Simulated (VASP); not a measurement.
Here is a VASP 6.6.1 calculation.

INCAR

```
ALGO     = Normal         # electronic algorithm
EDIFF    = 1E-6           # SCF threshold, eV
ENCUT    = 520            # plane-wave cutoff, eV
GGA      = PE             # functional
ISIF     = 2              # what is computed and relaxed
ISMEAR   = -1             # smearing method
ISPIN    = 2              # spin polarisation
LASPH    = T              # aspherical terms in the spheres
LCHARG   = F              # write CHGCAR
LMAXMIX  = 4              # l up to which the mixer works
LORBIT   = 11             # projections on sites
LREAL    = F              # projectors in reciprocal space
LWAVE    = F              # write WAVECAR
MAGMOM   = 2 1            # initial moments
NBANDS   = 22             # bands
NELM     = 150            # most SCF steps
PREC     = Accurate       # precision mode
SIGMA    = 0.05           # smearing width, eV
```

File KPOINTS:

```
k-points
0
Gamma
  9 9 9
```

POSCAR

```
TiCo
1.0
    2.9829957171      0.0000000000      0.0000000000
    0.0000000000      2.9829957171      0.0000000000
    0.0000000000      0.0000000000      2.9829957171
Co Ti
1 1
Direct
    0.5000000000      0.5000000000      0.5000000000
    0.0000000000      0.0000000000      0.0000000000
```

Potentials or basis: VASP PAW PBE potentials, release 64 (Co, Ti_sv).

Command:

```sh
$ cat potpaw_PBE.64/Co/POTCAR potpaw_PBE.64/Ti_sv/POTCAR > POTCAR
$ mpirun -np 1 vasp_std > vasp.out
```

Question: Predict the site moments.

Answer: Co +0.87; Ti -0.03 μB.

Question: Estimate the pressure.

Answer: -0.6 GPa.
